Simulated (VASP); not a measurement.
# Ir (I4_1/amd) in VASP: relaxation of cell and atoms with LDA

Aim: the relaxation of cell and atoms of Ir with LDA.

All numbers are computed with VASP 6.6.1; they aren't measurements. Logs are shortened: lines on timing, memory, paths and dates and some standing lists are left out, and cuts for length are marked.

**1. The cell of the first run**

It takes space group I4_1/amd (No. 141, tetragonal). The conventional cell has a = 4.571 Å, b = 4.571 Å, c = 2.547 Å, α = 90.00°, β = 90.00°, γ = 90.00°. Ir (site symmetry -4m2) has 10 Ir at 2.37 to 2.98 Å within 3.1 Å.

**2. Relaxation of cell and atoms, LDA, target pressure 68 GPa, at which the enthalpy is minimised**

Contents of INCAR:

```
PREC = Accurate
ENCUT = 600
EDIFF = 1E-6
ISMEAR = -1
SIGMA = 0.08
LREAL = False
LASPH = True
NELM = 100
ALGO = Normal
ISIF = 3
LWAVE = False
LCHARG = False
IBRION = 2
NSW = 32
EDIFFG = -0.005
PSTRESS = 680.0
```

Contents of KPOINTS:

```
regular mesh
0
Gamma
  18 18 18
```

Contents of POSCAR:

```
Ir
1.0
   -2.2855091516      2.2855091516      1.2733935064
    2.2855091516     -2.2855091516      1.2733935064
    2.2855091516      2.2855091516     -1.2733935064
Ir
2
Direct
   -0.3750000000     -0.1250000000     -0.2500000000
    0.3750000000      0.1250000000      0.2500000000
```

Potentials or basis: VASP PAW LDA potentials, release 64 (Ir).

On the command line:

```bash
$ cat potpaw_LDA.64/Ir/POTCAR > POTCAR
$ mpirun -np 1 vasp_std > vasp.out
```

OUTCAR:

```text
PREC = Accurate
   ENCUT = 600
   EDIFF = 1E-6
   ISMEAR = -1
   LREAL = False
   LASPH = True
   NELM = 100
   ISIF = 3
   IBRION = 2
   NSW = 32
   EDIFFG = -0.005
   PSTRESS = 680.0

 ion  position               nearest neighbor table
   1  0.625  0.875  0.750-   2 2.37   2 2.37   2 2.37   2 2.37   2 2.98   2 2.98   2 2.98   2 2.98

   2  0.375  0.125  0.250-   1 2.37   1 2.37   1 2.37   1 2.37   1 2.98   1 2.98   1 2.98   1 2.98

  LATTYP: Found a body centered tetragonal cell.
 ALAT       =     4.5710183032
 C/A-ratio  =     0.5571596620

  Lattice vectors:

 A1 = (  -2.2855091516,   2.2855091516,   1.2733935064)
 A2 = (   2.2855091516,  -2.2855091516,   1.2733935064)
 A3 = (   2.2855091516,   2.2855091516,  -1.2733935064)

Analysis of symmetry for initial positions (statically):
=====================================================================
 Subroutine PRICEL returns:
 Original cell was already a primitive cell.

 Routine SETGRP: Setting up the symmetry group for a
 body centered tetragonal supercell.

 Subroutine GETGRP returns: Found 16 space group operations
 (whereof  4 operations were pure point group operations)
 out of a pool of 16 trial point group operations.

The static configuration has the point symmetry C_2h.
 The point group associated with its full space group is D_4h.

Analysis of symmetry for dynamics (positions and initial velocities):
=====================================================================
 Subroutine PRICEL returns:
 Original cell was already a primitive cell.

 Routine SETGRP: Setting up the symmetry group for a
 body centered tetragonal supercell.

 Subroutine GETGRP returns: Found 16 space group operations
 (whereof  4 operations were pure point group operations)
 out of a pool of 16 trial point group operations.

The dynamic configuration has the point symmetry C_2h.
 The point group associated with its full space group is D_4h.

 Subroutine INISYM returns: Found 16 space group operations
 (whereof  4 operations are pure point group operations),
 and found     1 'primitive' translations

----------------------------------------------------------------------------------------

                                     Primitive cell

  volume of cell :      26.6065

  direct lattice vectors                    reciprocal lattice vectors
    -2.285509152  2.285509152  1.273393506     0.000000000  0.218769634  0.392651602
     2.285509152 -2.285509152  1.273393506     0.218769634  0.000000000  0.392651602
     2.285509152  2.285509152 -1.273393506     0.218769634  0.218769634  0.000000000

  length of vectors
     3.473994126  3.473994126  3.473994126     0.449483518  0.449483518  0.309386983

  position of ions in fractional coordinates (direct lattice)
     0.625000000  0.875000000  0.750000000
     0.375000000  0.125000000  0.250000000

  ion indices of the primitive-cell ions
   primitive index   ion index
                 1           1
                 2           2

----------------------------------------------------------------------------------------

 KPOINTS: regular mesh

Automatic generation of k-mesh.
 Grid dimensions read from file:
 generate k-points for:   18   18   18

 Generating k-lattice:

  Cartesian coordinates                     Fractional coordinates (reciprocal lattice)
     0.000000000  0.012153869  0.021813978     0.055555556  0.000000000  0.000000000
     0.012153869  0.000000000  0.021813978     0.000000000  0.055555556  0.000000000
     0.012153869  0.012153869  0.000000000     0.000000000  0.000000000  0.055555556

  Length of vectors
     0.024971307  0.024971307  0.017188166

  Shift w.r.t. Gamma in fractional coordinates (k-lattice)
     0.000000000  0.000000000  0.000000000

 Subroutine IBZKPT returns following result:
 ===========================================

 Found    480 irreducible k-points:

 Following reciprocal coordinates:
            Coordinates               Weight
  0.000000  0.000000  0.000000      1.000000
  0.055556  0.000000 -0.000000      8.000000
  0.111111  0.000000 -0.000000      8.000000
  0.166667  0.000000  0.000000      8.000000
  0.222222  0.000000 -0.000000      8.000000
  0.277778  0.000000 -0.000000      8.000000
[... 16 lines left out ...]
 -0.277778  0.055556  0.000000     16.000000
 -0.222222  0.055556  0.000000     16.000000
 [... further k-points ...]
   k-points           NKPTS =    480   k-points in BZ     NKDIM =    480   number of bands    NBANDS=     13
   number of dos      NEDOS =    301   number of ions     NIONS =      2
   total plane-waves  NPLWV =  21952
   dimension x,y,z NGX =    28 NGY =   28 NGZ =   28
   dimension x,y,z NGXF=    56 NGYF=   56 NGZF=   56
   ions per type =               2
   NGX,Y,Z   is equivalent  to a cutoff of  13.40, 13.40, 13.40 a.u.
   NGXF,Y,Z  is equivalent  to a cutoff of  26.80, 26.80, 26.80 a.u.
 SYSTEM =  unknown system
   PREC   = accura    normal or accurate (medium, high low for compatibility)
   ISTART =      0    job   : 0-new  1-cont  2-samecut
   ICHARG =      2    charge: 1-file 2-atom 10-const
   ISPIN  =      1    spin polarized calculation?
   LNONCOLLINEAR =      F non collinear calculations
   LSORBIT =      F    spin-orbit coupling
   LASPH  =      T    aspherical Exc in radial PAW
   ENCUT  =  600.0 eV  44.10 Ry    6.64 a.u.   6.94  6.94  6.94*2*pi/ulx,y,z
   NELM   =    100;   NELMIN=  2; NELMDL= -5     # of ELM steps
   EDIFF  = 0.1E-05   stopping-criterion for ELM
   LREAL  =      F    real-space projection
   EDIFFG = -.5E-02   stopping-criterion for IOM
   NSW    =     32    number of steps for IOM
   IBRION =      2    ionic relax: 0-MD 1-quasi-New 2-CG
   NFREE  =      1    steps in history (QN), initial steepest desc. (CG)
   ISIF   =      3    stress and relaxation
   ISYM   =      2    0-nonsym 1-usesym 2-fastsym
   POTIM  = 0.5000    time-step for ionic-motion
   TEBEG  =    0.0;   TEEND  =   0.0 temperature during run
   PSTRESS=  680.0 pullay stress
   NELECT =      18.0000    total number of electrons
   NUPDOWN=      -1.0000    fix difference up-down
   EMIN   =  10.00;   EMAX   =-10.00  energy-range for DOS
   EFERMI =   0.00;   METHOD = LEGACY
   ISMEAR =    -1;   SIGMA  =   0.08  broadening in eV -4-tet -1-fermi 0-gaus
   EFERMI_NEDOS =   21; number of points for ismear=-14 and -15
   IALGO  =     38    algorithm
   IMIX   =      4    mixing-type and parameters
     AMIX     =   0.40;   BMIX     =  1.00
     AMIX_MAG =   1.60;   BMIX_MAG =  1.00
  volume/ion in A,a.u.               =      13.30        89.77
  Fermi-wavevector in a.u.,A,eV,Ry     =   1.437152  2.715824 28.101567  2.065407
  Thomas-Fermi vector in A             =   2.556262
   LORBIT       =      0    0 simple, 1 ext, 2 COOP (PROOUT), +10 PAW based schemes
   GGA     = CA    functional components
   LHFCALC =     F    Hartree Fock is set to
   AEXX    =    0.0000 exact exchange contribution
   IVDW    =     0    specifies the selected vdW correction
   LEPSILON=     F    determine dielectric tensor
   LRPA    =     F    only Hartree local field effects (RPA)
 conjugate gradient relaxation of ions
 non-spin polarized calculation
  energy-cutoff  :      600.00
  volume of cell :       26.61
 maximum number of plane-waves:       907
   NGX = 13   NGY = 13   NGZ = 13

--------------------------------------- Ionic step        1  -------------------------------------------

 number of electron      18.0000002 magnetization

 Free energy of the ion-electron system (eV)
  ---------------------------------------------------
  ext. energy  EPLUGINS =         0.00000000
  ---------------------------------------------------
  free energy    TOTEN  =       -18.33438730 eV

  energy without entropy =      -18.29897396  energy(sigma->0) =      -18.31668063

------------------------ aborting loop because EDIFF is reached ----------------------------------------

  FORCE on cell =-STRESS in cart. coord.  units (eV):
  Direction    XX          YY          ZZ          XY          YZ          ZX
  --------------------------------------------------------------------------------------
  -------------------------------------------------------------------------------------
  Total       11.7182635     11.7182635     11.8358393      0.0000000     -0.0000000      0.0000000
  in kB      705.6434090    705.6434090    712.7235223      0.0000000     -0.0000000      0.0000000
  external PRESSURE =      28.0034468 kB  Pullay stress =     680.0000000 kB
[... 97 lines left out ...]
  energy  without entropy=      -18.3518898283  energy(sigma->0) =      -18.36971525

  enthalpy is  TOTEN    =        -7.0430330426 eV   P V=       11.3445076224

[... ionic steps 4 to 7 ...]

--------------------------------------- Ionic step        8  -------------------------------------------

 number of electron      18.0000002 magnetization

------------------------ aborting loop because EDIFF is reached ----------------------------------------
[... 71 lines left out ...]
--------------------------------------- Ionic step       10  -------------------------------------------

 number of electron      18.0000002 magnetization

 Free energy of the ion-electron system (eV)
  ---------------------------------------------------
  ext. energy  EPLUGINS =         0.00000000
  ---------------------------------------------------
  free energy    TOTEN  =       -18.38652301 eV

  energy without entropy =      -18.35092990  energy(sigma->0) =      -18.36872646

 E-fermi :  11.2136     XC(G=0): -14.3673

 val. band max:       11.2096142124   @ k =   0.3333   0.3333  -0.0000
 cond. band min:      11.2137586408   @ k =  -0.4444   0.0556   0.0000
 fundamental gap:      0.0041444284
 Fermi energy:        11.2135833961

 k-point     1 :       0.0000    0.0000    0.0000
  band No.  band energies     occupation
      1      -0.2325      2.00000
      2       2.4109      2.00000
      3       3.7874      2.00000
      4       4.7283      2.00000
      5       5.6412      2.00000
      6       9.8506      2.00000
      7       9.8506      2.00000
      8       9.9307      2.00000
      9       9.9307      2.00000
     10      13.3071      0.00000
     11      14.9486      0.00000
     12      17.1797      0.00000
     13      17.1797      0.00000
[... 354 lines left out ...]
  band No.  band energies     occupation
      1       1.1759      2.00000
      2       3.1944      2.00000
      3       4.1798      2.00000
      4       5.6025      2.00000
      5       6.2004      2.00000
      6       7.5890      2.00000
      7       8.6496      2.00000
      8       9.5551      2.00000
      9      10.1663      2.00000
     10      12.5928      0.00000
     11      13.7958      0.00000
     12      18.3247      0.00000
     13      20.0157      0.00000

 [... further k-points ...]

------------------------ aborting loop because EDIFF is reached ----------------------------------------

  FORCE on cell =-STRESS in cart. coord.  units (eV):
  Direction    XX          YY          ZZ          XY          YZ          ZX
  --------------------------------------------------------------------------------------
  -------------------------------------------------------------------------------------
  Total       11.3401699     11.3401699     11.3432993      0.0000000      0.0000000      0.0000000
  in kB      679.8027303    679.8027303    679.9903264      0.0000000      0.0000000      0.0000000
  external PRESSURE =      -0.1347377 kB  Pullay stress =     680.0000000 kB
[... 21 lines left out ...]
  energy  without entropy=      -18.3509299000  energy(sigma->0) =      -18.36872646

  enthalpy is  TOTEN    =        -7.0430623803 eV   P V=       11.3434606303

 reached required accuracy - stopping structural energy minimisation
```

Run time: 13 min. Hardware: 1 thread of Oxide Virtual Turin-like, shared host; peak memory 0.27 GiB.

What came out:

```yaml
Free_energy: -18.3865 eV
Relaxed_volume: 13.36 Å³/atom
Relaxed_cell: a = 3.478 Å, b = 3.478 Å, c = 3.478 Å, α = 97.74°, β = 97.74°, γ = 136.95°
Space_group_after_relaxing_to_0.1_Å: I4_1/amd (No. 141)
Energy_change_on_relaxing_the_run_minimises_the_enthalpy: -26.1 meV/atom
Ionic_steps: 10
Pressure_after_relaxing: 68.0 GPa
Band_gap_on_the_k_mesh: zero (bands 9 and 10 overlap by 3.64 eV)
```

Step by step:
| step | energy change (eV) | largest force (eV/Å) | pressure (GPa) | volume (Å³) |
| --- | --- | --- | --- | --- |
| 1 | 0.0000 | 0.0000 | 70.80 | 26.61 |
| 2 | -0.3429 | 0.0000 | 51.08 | 27.51 |
| 3 | -0.0532 | 0.0000 | 67.92 | 26.73 |
| 4 | -0.0521 | 0.0000 | 67.94 | 26.73 |
| 5 | -0.0511 | 0.0000 | 68.00 | 26.72 |
| 6 | -0.0505 | 0.0000 | 68.12 | 26.72 |
| 7 | -0.0509 | 0.0000 | 68.06 | 26.72 |
| 8 | -0.0509 | 0.0000 | 68.06 | 26.72 |
| 9 | -0.0572 | 0.0000 | 67.73 | 26.74 |
| 10 | -0.0521 | 0.0000 | 67.99 | 26.73 |

Final structure:
```
Ir
1.0
    -2.28803    2.28803    1.27633
     2.28803   -2.28803    1.27633
     2.28803    2.28803   -1.27633
Ir
2
Direct
  0.62500 0.87500 0.75000
  0.37500 0.12500 0.25000
```

Caveat: the cell is relaxed towards a set pressure, so the run minimises the enthalpy, not the energy; spin-orbit coupling is left out, which moves the levels of the heavy elements.
